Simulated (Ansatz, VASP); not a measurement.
CsH in VASP and in Ansatz

File POSCAR:

```
CsH
1.0
    0.0000000000      3.1880000000      3.1880000000
    3.1880000000      0.0000000000      3.1880000000
    3.1880000000      3.1880000000      0.0000000000
Cs H
1 1
Direct
    0.0000000000      0.0000000000      0.0000000000
    0.5000000000      0.5000000000      0.5000000000
```

File INCAR.step1:

```
SYSTEM = CsH
ALGO = Normal
EDIFF = 1E-4
ENCUT = 520
GGA = PE
ISMEAR = 0
LASPH = .TRUE.
LCHARG = .FALSE.
LREAL = .FALSE.
LWAVE = .TRUE.
NBANDS = 12
NELM = 100
PREC = Accurate
SIGMA = 0.05
```

Contents of INCAR.step2:

```
SYSTEM = CsH
ALGO = Normal
EDIFF = 1E-6
ENCUT = 520
ISIF = 2
ISMEAR = 0
ISTART = 1
LASPH = .TRUE.
LCHARG = .FALSE.
LMIXTAU = .TRUE.
LREAL = .FALSE.
LWAVE = .FALSE.
METAGGA = R2SCAN
NBANDS = 12
NELM = 100
PREC = Accurate
SIGMA = 0.05
```

File KPOINTS:

```
k-points
0
G
  6 6 6
  0 0 0
```

Input for Ansatz:

```yaml
crystal:
  lattice:
    - [0.0, 3.188, 3.188]
    - [3.188, 0.0, 3.188]
    - [3.188, 3.188, 0.0]
  atoms:
    - { symbol: Cs, position: [0.0, 0.0, 0.0] }
    - { symbol: H, position: [0.5, 0.5, 0.5] }
basis:
  ecutwfc: 500
kpoints:
  mp_grid: { grid: [6, 6, 6] }
hamiltonian:
  xc: r2scan
scf:
  occupations: { method: gaussian, width: 0.05 }
output:
  forces: true
  stress: true
  eigenvalues: true
```

Alike in both runs: task single point; functional r2SCAN; k mesh 6 × 6 × 6; occupations gaussian, width 0.05 eV; no spin polarisation.

|  | VASP | Ansatz |
| --- | --- | --- |
| version | VASP 6.6.1 | Ansatz 0.2.0 |
| potentials or method | VASP PAW PBE potentials, release 64 (Cs_sv, H), cutoff 520 eV | scalar-relativistic, plane waves, PAW |
| valence electrons in the cell | 10 | 10 |

```csv
,VASP,Ansatz,Ansatz less VASP
gap on the k mesh at the Fermi level (eV),2.66,2.68,+0.018
least direct gap on the mesh (eV),2.66,2.68,+0.018
pressure (GPa),0.0,0.0,-0.03
```

VASP's potentials were made for PBE, not for r2SCAN.

Neither program's run includes spin-orbit coupling.
